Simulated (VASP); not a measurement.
Input of a VASP 6.6.1 run:

Contents of INCAR:

```
PREC = Accurate
ENCUT = 600
EDIFF = 1E-6
ISMEAR = -1
SIGMA = 0.03
LREAL = False
LASPH = True
NELM = 120
ALGO = Normal
ISIF = 2
LWAVE = False
LCHARG = False
GGA = PE
NBANDS = 14
GGA_COMPAT = False
```

The input KPOINTS:

```
Automatic mesh
0
Gamma
  10 10 10
```

POSCAR

```
HfN
1.0
    0.0000000000      2.2739607009      2.2739607009
    2.2739607009      0.0000000000      2.2739607009
    2.2739607009      2.2739607009      0.0000000000
Hf N
1 1
Direct
    0.0000000000      0.0000000000      0.0000000000
    0.5000000000      0.5000000000      0.5000000000
```

Potentials or basis: VASP PAW PBE potentials, release 64 (Hf_pv, N).

Launch:

```sh
$ cat potpaw_PBE.64/Hf_pv/POTCAR potpaw_PBE.64/N/POTCAR > POTCAR
$ mpirun -np 1 vasp_std > vasp.out
```

(1) What does it give for the pressure?

Results:

(1) -2.4 GPa.
